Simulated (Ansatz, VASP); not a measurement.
**MgF2 in VASP and in Ansatz**

Contents of INCAR:

```
ALGO = Normal
EDIFF = 1E-7
EDIFFG = -0.01
ENCUT = 600
GGA_COMPAT = False
IBRION = 2
ISIF = 3
ISMEAR = -1
LASPH = True
LCHARG = False
LREAL = False
LWAVE = False
NELM = 120
NELMIN = 4
NSW = 80
PREC = Accurate
SIGMA = 0.02
```

The input KPOINTS:

```
k-points
0
Gamma
  6 6 8
```

The input POSCAR:

```
MgF2
1.0
    4.6250000000      0.0000000000      0.0000000000
    0.0000000000      4.6250000000      0.0000000000
    0.0000000000      0.0000000000      3.0520000000
Mg F
2 4
Direct
    0.0000000000      0.0000000000      0.0000000000
    0.5000000000      0.5000000000      0.5000000000
    0.3030000000      0.3030000000      0.0000000000
    0.1970000000      0.8030000000      0.5000000000
    0.6970000000      0.6970000000      0.0000000000
    0.8030000000      0.1970000000      0.5000000000
```

Input for Ansatz:

```yaml
crystal:
  lattice:
    - [4.625, 0.0, 0.0]
    - [0.0, 4.625, 0.0]
    - [0.0, 0.0, 3.052]
  atoms:
    - { symbol: Mg, position: [0.0, 0.0, 0.0] }
    - { symbol: Mg, position: [0.5, 0.5, 0.5] }
    - { symbol: F, position: [0.303, 0.303, 0.0] }
    - { symbol: F, position: [0.197, 0.803, 0.5] }
    - { symbol: F, position: [0.697, 0.697, 0.0] }
    - { symbol: F, position: [0.803, 0.197, 0.5] }
  symmetry: { tolerance: 0.0003 }
hamiltonian:
  xc: lda
  pseudopotentials: { kind: paw, azcp: { folder: soft_1 } }
basis:
  ecutwfc: 420
magnetization:
  spin_polarized: false
scf:
  occupations: { method: fermi_dirac, width: 0.02 }
kpoints:
  mp_grid: { grid: [6, 6, 8], shift: [0, 0, 0] }
output:
  forces: true
  stress: true
  eigenvalues: true
relax:
  max_steps: 60
  cell: {}
```

Alike in both runs: task relaxation of cell and atoms; functional LDA; k mesh 6 × 6 × 8; occupations fermi-dirac, width 0.02 eV; no spin polarisation.

```csv
,VASP,Ansatz
version,VASP 6.6.1,Ansatz 0.2.0
potentials or method,"VASP PAW LDA potentials, release 64 (Mg, F), cutoff 600 eV",PAW plane waves
valence electrons in the cell,32,48
```

```tsv
	VASP	Ansatz	Ansatz less VASP
gap on the k mesh at the Fermi level, each at its own relaxed structure (eV)	7.19	7.08	-0.108
relaxed volume (Å³/atom)	10.23	10.43	+0.204
relaxed length of the cell vector where the two differ most in proportion (Å)	4.524	4.557	+0.0330
```

Ansatz warns that its potentials were made for another functional, while VASP's fit it. LDA's correlation is that of Perdew and Zunger in VASP and of Perdew and Wang (1992) in Ansatz. VASP's potentials hold 32 valence electrons a cell and Ansatz's 48, so a difference there can come from the potentials and not from the codes.
